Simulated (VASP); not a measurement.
# K3Pd: single point with PBEsol

K3Pd:

```
CELL_PARAMETERS angstrom
5.44501 0.00000 0.00000
0.00000 5.44501 0.00000
0.00000 0.00000 5.44501
ATOMIC_POSITIONS crystal
K 0.50000 0.50000 0.00000
K 0.50000 0.00000 0.50000
K 0.00000 0.50000 0.50000
Pd 0.00000 0.00000 0.00000
```

- Program: VASP 6.6.1
- Task: single point
- Functional: PBEsol
- Potentials or basis: VASP PAW PBE potentials, release 64 (K_sv, Pd)
- Cutoff: 520 eV
- k mesh: 2 × 4 × 2
- Occupations: methfessel-paxton, width 0.272114 eV
- Spin: no spin polarisation
- Dipole correction: no
- Further INCAR settings: ALGO = Fast; EDIFF = 1e-07; NBANDS = 26; ISYM = 0

```
Pressure               : -0.9 GPa
Band gap on the k mesh : zero (an odd number of electrons rules out a gap without spin polarisation)
```

Levels at points of the mesh, in eV from the Fermi level:
```tsv
k point	band 15	band 16	band 17	band 18	band 19	band 20	band 21	band 22
(0.00, 0.00, 0.00)	-1.20	-1.07	-1.07	-1.05	0.18	2.71	2.72	2.72
(0.50, 0.00, 0.00)	-1.10	-1.05	-1.05	-1.03	-0.84	1.47	2.37	2.38
(0.00, 0.50, 0.00)	-1.11	-1.05	-1.05	-1.03	-0.87	1.44	2.38	2.38
(0.50, 0.50, 0.00)	-1.04	-1.02	-0.92	-0.72	0.21	0.24	0.50	2.53
(0.00, 0.00, 0.50)	-1.10	-1.05	-1.05	-1.03	-0.84	1.47	2.37	2.38
(0.50, 0.00, 0.50)	-1.04	-1.04	-0.89	-0.71	0.23	0.23	0.50	2.51
(0.00, 0.50, 0.50)	-1.04	-1.02	-0.92	-0.72	0.21	0.24	0.50	2.53
(0.50, 0.50, 0.50)	-1.21	-0.94	-0.91	-0.69	1.37	1.50	1.53	1.53
```

Run time: 3.6 min on 1 thread of Intel Xeon 8259CL (shared host), peak memory 0.25 GiB.

Caveat: the k points lie up to 0.58 Å⁻¹ apart, too coarse for converged energies and pressures of a metal; the PAW data sets were made with another functional, which shifts forces and pressure a little.
